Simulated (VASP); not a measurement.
Write the native input for VASP 6.6.1 that does the following.

| Quantity | Value |
| --- | --- |
| Task | single point |
| Functional | PBE |
| Potentials or basis | VASP PAW PBE potentials, release 64 (B, N) |
| Cutoff | 520 eV |
| k mesh | 6 × 6 × 6 |
| Occupations | gaussian, width 0.1 eV |
| Spin | no spin polarisation |
| Dipole correction | no |
| Further INCAR settings | ALGO = Normal; EDIFF = 1e-06; NBANDS = 18 |

The structure of B3N2 lies in POSCAR:

```
B3N2
1.0
    1.2358473047      0.7135167741      5.3828996286
   -1.2358473047      0.7135167741      5.3828996286
    0.0000000000     -1.4270335481      5.3828996286
B N
3 2
Direct
    0.0000000000      0.0000000000      0.0000000000
    0.2098285052      0.2098285052      0.2098285052
    0.7901714948      0.7901714948      0.7901714948
    0.3975674635      0.3975674635      0.3975674635
    0.6024325365      0.6024325365      0.6024325365
```

The input as run:

INCAR

```
SYSTEM = B3N2
  ALGO = Normal
  EDIFF = 1E-6
  ENCUT = 520
  GGA = PE
  ISIF = 2
  ISMEAR = 0
  LASPH = .TRUE.
  LCHARG = .FALSE.
  LREAL = .FALSE.
  LWAVE = .FALSE.
  NBANDS = 18
  NELM = 60
  PREC = Accurate
  SIGMA = 0.1
```

KPOINTS

```
k-points
0
G
  6 6 6
  0 0 0
```

Potentials or basis: VASP PAW PBE potentials, release 64 (B, N).

Command:

```bash
$ cat potpaw_PBE.64/B/POTCAR potpaw_PBE.64/N/POTCAR > POTCAR
$ mpirun -np 1 vasp_std > vasp.out
```

Results of the run:

```yaml
Pressure: -0.1 GPa
Largest_force: 0.009 eV/Å
```

Caveat: the k points lie up to 0.49 Å⁻¹ apart.

Wall time 21 s on 1 thread of Intel(R) Xeon(R) 6975P-C (Granite Rapids) (shared host), peak memory 0.23 GiB.
